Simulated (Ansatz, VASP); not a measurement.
# Two plane-wave programs on PtSe2

File INCAR:

```
SYSTEM = PtSe2
ALGO = Normal
DIPOL = 0.5 0.5 0.394
EDIFF = 1E-6
ENCUT = 520
GGA = PE
IDIPOL = 3
ISIF = 2
ISMEAR = 0
IVDW = 12
LASPH = .True.
LCHARG = .False.
LDIPOL = .True.
LREAL = .False.
LWAVE = .False.
NBANDS = 31
NELM = 60
PREC = Accurate
SIGMA = 0.05
```

File KPOINTS:

```
k-points
0
Gamma
  9 9 1
  0 0 0
```

POSCAR

```
PtSe2
1.0
    3.7070357954      0.0000000000      0.0000000000
   -1.8535178977      3.2103871715      0.0000000000
    0.0000000000      0.0000000000     22.7981616618
Se Pt
4 2
Direct
    0.6666666667      0.3333333333      0.1973843359
    0.3333333333      0.6666666667      0.3135814605
    1.0000000000      1.0000000000      0.4741207204
    0.6666666667      1.3333333333      0.5903178450
    0.0000000000      0.0000000000      0.2554828982
    0.3333333333      0.6666666667      0.5322192827
```

Input for Ansatz:

```yaml
crystal:
  lattice:
    - [3.7070357954, 0.0, 0.0]
    - [-1.8535178977, 3.2103871715, 0.0]
    - [0.0, 0.0, 22.7981616618]
  atoms:
    - { symbol: Se, position: [0.6666666667, 0.3333333333, 0.1973843359] }
    - { symbol: Pt, position: [0.0, 0.0, 0.2554828982] }
    - { symbol: Se, position: [0.3333333333, 0.6666666667, 0.3135814605] }
    - { symbol: Se, position: [1.0, 1.0, 0.4741207204] }
    - { symbol: Pt, position: [0.3333333333, 0.6666666667, 0.5322192827] }
    - { symbol: Se, position: [0.6666666667, 1.3333333333, 0.590317845] }
basis:
  ecutwfc: 420
kpoints:
  mp_grid: { grid: [9, 9, 1] }
hamiltonian:
  xc: pbe
  pseudopotentials: { kind: paw, azcp: { folder: soft_1 } }
  dispersion: d3bj
scf:
  occupations: { method: gaussian, width: 0.05 }
output:
  forces: true
  eigenvalues: true
efield:
  axis: 3
  dipole_correction: true
  ramp_width: 0.04
```

Alike in both runs: task single point; functional PBE; dispersion D3(BJ); k mesh 9 × 9 × 1; occupations gaussian, width 0.05 eV; no spin polarisation.

|  | VASP | Ansatz |
| --- | --- | --- |
| version | VASP 6.6.1 | Ansatz 0.2.0 |
| potentials or method | VASP PAW PBE potentials, release 64 (Se, Pt), cutoff 520 eV | scalar-relativistic, plane waves, PAW |
| valence electrons in the cell | 44 | 100 |

VASP gave:

| Quantity | Value |
| --- | --- |
| gap on the k mesh at the Fermi level (eV) | 1.09 |
| least direct gap on the mesh (eV) | 1.29 |
| rms of the force components (eV/Å) | 0.035 |

What did Ansatz give for the same quantities?

gap on the k mesh at the Fermi level (eV): 1.10; least direct gap on the mesh (eV): 1.29; rms of the force components (eV/Å): 0.035.

VASP's potentials hold 44 valence electrons a cell and Ansatz's 100, so a difference there can come from the potentials and not from the codes.

Neither program's run includes spin-orbit coupling.
